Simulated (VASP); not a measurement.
A run of VASP 6.6.1:

Contents of INCAR:

```
SYSTEM = Ga
PREC = Accurate ; ENCUT = 520
EDIFF = 1E-6 ; ISMEAR = 0
SIGMA = 0.1 ; LREAL = .False.
LASPH = .True. ; NELM = 80
ALGO = Fast ; ISIF = 2
LWAVE = .False. ; LCHARG = .True.
GGA = CA ; LELF = .True.
LVHAR = .True. ; NBANDS = 34
```

The input KPOINTS:

```
regular mesh
0
Gamma
  10 10 8
  0 0 0
```

POSCAR

```
Ga
1.0
    2.2287471816     -3.7371481164      0.0000000000
    2.2287471816      3.7371481164      0.0000000000
    0.0000000000      0.0000000000      4.4138628576
Ga
4
Direct
    0.6560763064      0.3439236936      0.4145230278
    0.8439236936      0.1560763064      0.9145230278
    0.3439236936      0.6560763064      0.5854769722
    0.1560763064      0.8439236936      0.0854769722
```

Potentials or basis: VASP PAW LDA potentials, release 64 (Ga_d).

Launch:

```sh
$ cat potpaw_LDA.64/Ga_d/POTCAR > POTCAR
$ mpirun -np 1 vasp_std > vasp.out
```

Hardware: 1 thread of Intel(R) Xeon(R) 6975P-C (Granite Rapids), on a shared host.

Task: How long does it take, and how much memory?

Result: Wall time 3.2 min on 1 thread of Intel(R) Xeon(R) 6975P-C (Granite Rapids), with other jobs on the host, peak memory 0.35 GiB. Counts: scf iterations 14, k points 155.
